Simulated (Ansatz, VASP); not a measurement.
## BaO in VASP and in Ansatz

```
Ba O
1.0
     0.00000    2.78718    2.78718
     2.78718    0.00000    2.78718
     2.78718    2.78718    0.00000
Ba O
1 1
Cartesian
  0.0000 0.0000 0.0000
  2.7872 2.7872 2.7872
```

Alike in both runs: functional PBE; k mesh 8 × 8 × 8; occupations gaussian, width 0.02 eV; no spin polarisation.

Ansatz relaxed the structure, and its values are those at the end. VASP's run is a single point on that final structure, the one shown.

|  | VASP | Ansatz |
| --- | --- | --- |
| version | VASP 6.6.1 | Ansatz 0.2.0 |
| potentials or method | VASP PAW PBE potentials, release 64 (Ba_sv, O), cutoff 600 eV | scalar-relativistic, plane waves, PAW |
| valence electrons in the cell | 16 | 16 |

|  | VASP | Ansatz | Ansatz less VASP |
| --- | --- | --- | --- |
| gap on the k mesh at the Fermi level (eV) | 2.04 | 2.10 | +0.065 |
| least direct gap on the mesh (eV) | 2.04 | 2.10 | +0.065 |
| pressure (GPa) | 1.5 | 0.0 | -1.50 |

The functional is the same, so the differences come from potentials, cutoffs and numerics.

Neither program's run includes spin-orbit coupling.
